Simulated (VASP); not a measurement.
Input of a VASP 6.6.1 run:

INCAR

```
SYSTEM = Ga8Sb5As3
PREC = Accurate
ENCUT = 520
EDIFF = 1E-6
ISMEAR = -1
SIGMA = 0.05
LREAL = Auto
LASPH = .TRUE.
NELM = 60
ALGO = Normal
ISIF = 2
LWAVE = .FALSE.
LCHARG = .FALSE.
GGA = PS
NBANDS = 326
NCORE = 4
```

KPOINTS

```
Automatic mesh
0
Gamma
  1 1 1
  0.5 0.5 0.5
```

Contents of POSCAR:

```
Ga8Sb5As3
1.0
   11.9061623197      0.0000000000      0.0000000000
    0.0000000000     11.9061623197      0.0000000000
    0.0000000000      0.0000000000     11.9061623197
Ga Sb As
32 20 12
Direct
    0.9998680000      0.0020920000      0.9888850000
    0.0008380000      0.9991440000      0.4978940000
    0.0081490000      0.5057270000      0.0065840000
    0.9961590000      0.4945710000      0.4973370000
    0.5056890000      0.0064920000      0.0056480000
    0.5011090000      0.0016440000      0.5023350000
    0.4952650000      0.4937810000      0.9948580000
    0.4870620000      0.4987370000      0.4978180000
    0.2562140000      0.2578070000      0.0065080000
    0.2497220000      0.2643640000      0.5016880000
    0.2449860000      0.7432060000      0.9958000000
    0.2553660000      0.7404580000      0.4923930000
    0.7446210000      0.2468390000      0.9937620000
    0.7548550000      0.2577700000      0.5057900000
    0.7479940000      0.7484820000      0.0000590000
    0.7575940000      0.7422760000      0.4949960000
    0.2483970000      0.9989000000      0.2482680000
    0.2439580000      0.9949480000      0.7574380000
    0.2506530000      0.4999480000      0.2488350000
    0.2602930000      0.4992920000      0.7492310000
    0.7444820000      0.0091200000      0.2416080000
    0.7546720000      0.0062720000      0.7555870000
    0.7553610000      0.5049750000      0.2560260000
    0.7499730000      0.4879790000      0.7504170000
    0.0080660000      0.2576770000      0.2561910000
    0.9881440000      0.2522560000      0.7512830000
    0.0016040000      0.7371960000      0.2485030000
    0.0078430000      0.7543500000      0.7546930000
    0.5017860000      0.2536560000      0.2361420000
    0.4980600000      0.2626080000      0.7478120000
    0.4915140000      0.7400680000      0.2552910000
    0.4945240000      0.7423100000      0.7581440000
    0.1249550000      0.1278290000      0.1229380000
    0.1229860000      0.1287130000      0.6268460000
    0.1272200000      0.6215550000      0.6239780000
    0.6267480000      0.1310700000      0.6285960000
    0.6218100000      0.6205110000      0.1253830000
    0.6226220000      0.6191460000      0.6244020000
    0.3744900000      0.8716010000      0.1228880000
    0.3726010000      0.8704430000      0.6265080000
    0.8758930000      0.3756140000      0.1250610000
    0.8767980000      0.8749790000      0.1231690000
    0.8767170000      0.8750030000      0.6269760000
    0.3750010000      0.1309790000      0.3723400000
    0.3764660000      0.1291380000      0.8763660000
    0.8750690000      0.1296370000      0.3746290000
    0.8771560000      0.6230210000      0.8749970000
    0.1268680000      0.3766630000      0.8749330000
    0.1253720000      0.8688370000      0.3729120000
    0.6232700000      0.3767620000      0.3748470000
    0.6251570000      0.8728360000      0.3720440000
    0.6243410000      0.8768240000      0.8761060000
    0.1293720000      0.6229290000      0.1266910000
    0.6249740000      0.1303040000      0.1200780000
    0.3755300000      0.3791740000      0.1243410000
    0.3746640000      0.3795580000      0.6246630000
    0.8749240000      0.3754990000      0.6254840000
    0.3710740000      0.6180780000      0.3727520000
    0.3728560000      0.6199310000      0.8770120000
    0.8728210000      0.1276990000      0.8748500000
    0.8798140000      0.6204850000      0.3749760000
    0.1272100000      0.3813530000      0.3756030000
    0.1248560000      0.8731960000      0.8778370000
    0.6224300000      0.3733920000      0.8739010000
```

Potentials or basis: VASP PAW PBE potentials, release 64 (Ga_d, Sb, As).

Launch:

```bash
$ cat potpaw_PBE.64/Ga_d/POTCAR potpaw_PBE.64/Sb/POTCAR potpaw_PBE.64/As/POTCAR > POTCAR
$ mpirun -np 4 vasp_std > vasp.out
```

Estimate the band gap on the k mesh.

0.82 eV.

Estimate the largest force.

0.011 eV/Å.

What does it give for the pressure?

0.1 GPa.

Forces in eV/Å, atoms in the order of the input:
```
Ga   0.003  0.000 -0.002
Ga   0.001  0.001  0.000
Ga   0.003  0.004  0.003
Ga   0.000  0.004  0.002
Ga   0.001  0.001  0.000
Ga  -0.001 -0.002  0.000
Ga   0.002  0.001  0.000
Ga   0.001  0.000  0.001
Ga   0.000  0.002  0.002
Ga   0.000  0.000 -0.002
Ga   0.004  0.000  0.001
Ga   0.005  0.001 -0.005
Ga   0.000  0.002 -0.002
Ga   0.002  0.001  0.001
Ga   0.002 -0.001  0.000
Ga   0.003  0.001  0.002
Ga  -0.002  0.002  0.000
Ga   0.000  0.001  0.002
Ga  -0.003 -0.002 -0.004
Ga   0.000 -0.001  0.001
Ga  -0.002  0.003 -0.001
Ga  -0.001  0.003 -0.002
Ga   0.002  0.002 -0.001
Ga  -0.002 -0.001 -0.002
Ga   0.004  0.001  0.003
Ga  -0.002 -0.001  0.001
Ga  -0.002 -0.001  0.001
Ga  -0.002  0.002  0.000
Ga   0.001 -0.002 -0.003
Ga   0.001  0.002 -0.002
Ga  -0.003  0.002  0.002
Ga   0.002  0.002  0.002
Sb   0.001  0.001 -0.002
Sb  -0.002  0.001 -0.001
Sb   0.004  0.003  0.007
Sb   0.000  0.001  0.002
Sb  -0.002 -0.001  0.005
Sb   0.001 -0.002  0.003
Sb  -0.001  0.005  0.000
Sb  -0.003 -0.004 -0.001
Sb  -0.007 -0.008  0.001
Sb  -0.003 -0.001  0.003
Sb  -0.001 -0.002  0.002
Sb   0.000 -0.005  0.000
Sb  -0.004 -0.005 -0.006
Sb  -0.001 -0.005 -0.004
Sb  -0.002  0.000 -0.004
Sb   0.001 -0.003 -0.005
Sb   0.002  0.002 -0.001
Sb   0.001  0.000  0.000
Sb   0.002  0.001  0.001
Sb   0.003 -0.002 -0.002
As  -0.001  0.003  0.003
As   0.004 -0.004 -0.007
As  -0.001  0.008  0.007
As  -0.005  0.008  0.005
As  -0.003 -0.004  0.009
As  -0.001  0.000 -0.002
As  -0.007 -0.003 -0.002
As   0.002 -0.002  0.002
As   0.006 -0.005 -0.008
As  -0.001  0.003 -0.001
As   0.000 -0.008  0.000
As   0.001  0.000  0.001
```

Caveat: the PAW data sets were made with another functional, which shifts forces and pressure a little; spin-orbit coupling is left out, which moves the levels of the heavy elements; a shifted mesh leaves out Γ, where band edges can lie. A k mesh can miss the band edges.
